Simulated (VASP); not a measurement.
Runs of VASP 6.6.1 on Ca. The structure is that of space group Pm-3m (No. 221), or close to it. The cells are those of the table. This isn't the form of Ca at room conditions, which is fcc.

| cell | gap on the mesh (eV) | pressure (GPa) |
| --- | --- | --- |
| a = 3.428 Å, 1 atom | none | 1.0 |
| a = 3.571 Å, 1 atom | none | -0.4 |
| a = 3.617 Å, 1 atom | none | -0.7 |
| a = 3.661 Å, 1 atom | none | -1.0 |
| a = 3.477 Å, 1 atom | none | (a) |
| a = 3.378 Å, 1 atom | none | (b) |
| a = 3.525 Å, 1 atom | none | 0.0 |

Alike in all rows: task single point; level PBE; potentials or basis VASP PAW PBE potentials, release 64 (Ca_sv); no spin polarisation; k mesh 15 × 15 × 15; cutoff (eV) 520; smearing fermi-dirac 0.1 eV.

Question: Fill in the values left out.

Answer: (a) 0.5; (b) 1.7.

A gap of «none» marks levels without a gap at the run's occupations.
